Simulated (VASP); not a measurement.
Set up this calculation in VASP 6.6.1, as the native input.

* Task: relaxation of the atoms
* Functional: LDA
* Potentials or basis: VASP PAW LDA potentials, release 64 (Al, O)
* Cutoff: 520 eV
* k mesh: 12 × 12 × 1
* Occupations: gaussian, width 0.1 eV
* Spin: no spin polarisation
* Dipole correction: yes
* Atoms held fixed (from 0): [0, 1, 2, 3]
* Further INCAR settings: ALGO = Normal; EDIFF = 1e-07; IBRION = 2; EDIFFG = -0.025; NSW = 36

The structure of Al3O lies in POSCAR:

```
Al3O
1.0
    2.8168432364      0.0000000000      0.0000000000
   -1.4084216182      2.4394578012      0.0000000000
    0.0000000000      0.0000000000     20.0321727773
Al O
3 1
Selective dynamics
Direct
    0.6666666667      0.3333333333      0.1996787889  F F F
    0.3333333333      0.6666666667      0.3128097090  F F F
    0.0000000000      0.0000000000      0.4259234818  F F F
    0.1666666667      0.3333333333      0.4931088457  F F T
```

One way to write it, as run:

INCAR

```
PREC = Accurate ; ENCUT = 520
EDIFF = 1E-7 ; ISMEAR = 0
SIGMA = 0.1 ; LREAL = False
LASPH = True ; NELM = 100
ALGO = Normal ; ISIF = 2
LWAVE = False ; LCHARG = False
LDIPOL = True ; IDIPOL = 3
DIPOL = 0.5 0.5 0.358 ; IBRION = 2
NSW = 36 ; EDIFFG = -0.025
```

KPOINTS

```
regular mesh
0
Gamma
  12 12 1
```

Potentials or basis: VASP PAW LDA potentials, release 64 (Al, O).

The run is started by

```sh
$ cat potpaw_LDA.64/Al/POTCAR potpaw_LDA.64/O/POTCAR > POTCAR
$ mpirun -np 1 vasp_std > vasp.out
```

Results of the run:

| Item | Value |
| --- | --- |
| Energy gained by relaxing | 5.5 meV/atom |
| Ionic steps | 3 |

Caveat: an odd number of electrons without spin polarisation forces a metal; a magnetic or distorted state may lie lower.

Run time: 6.4 min on 1 thread of Intel Xeon 8259CL (shared host), peak memory 0.26 GiB.
